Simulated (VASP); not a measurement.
A run of VASP 6.6.1 is set up as follows.

File POSCAR:

```
MgS
1.0
    0.0000000000      2.6015179370      2.6015179370
    2.6496460189      0.0000000000      2.6015179370
    2.6496460189      2.6015179370      0.0000000000
Mg S
1 1
Direct
    0.0000000000      0.0000000000      0.0000000000
    0.5000000000      0.5000000000      0.5000000000
```

File INCAR.step1:

```
PREC = Accurate
ENCUT = 520
ISMEAR = 0
SIGMA = 0.01
LREAL = False
LASPH = True
NELM = 60
NBANDS = 11
GGA = PE
ALGO = Normal
EDIFF = 1E-4
LWAVE = True
LCHARG = False
```

INCAR.step2

```
PREC = Accurate
ENCUT = 520
EDIFF = 1E-7
ISMEAR = 0
SIGMA = 0.01
LREAL = False
LASPH = True
NELM = 60
ALGO = Normal
ISIF = 2
LWAVE = False
LCHARG = False
METAGGA = R2SCAN
LMIXTAU = True
NBANDS = 11
ISTART = 1
```

KPOINTS

```
regular mesh
0
Gamma
  8 8 8
```

Potentials or basis: VASP PAW PBE potentials, release 64 (Mg, S).

Command:

```bash
$ cat potpaw_PBE.64/Mg/POTCAR potpaw_PBE.64/S/POTCAR > POTCAR
$ cp INCAR.step1 INCAR
$ mpirun -np 1 vasp_std > vasp.out
$ cp INCAR.step2 INCAR
$ mpirun -np 1 vasp_std > vasp.out
```

Task: Estimate the pressure.

Result: -1.8 GPa.

Task: Predict the band gap on the k mesh.

Result: 3.31 eV (least direct gap 4.41 eV).

Stress tensor (GPa, compression positive):
```
-2.93  0.00  0.00
 0.00 -1.25  0.00
 0.00  0.00 -1.25
```

Caveat: the cell differs from its parent crystal (uniaxial x strain +1.9%); the PAW data sets were made with another functional, which shifts forces and pressure a little. A k mesh can miss the band edges.
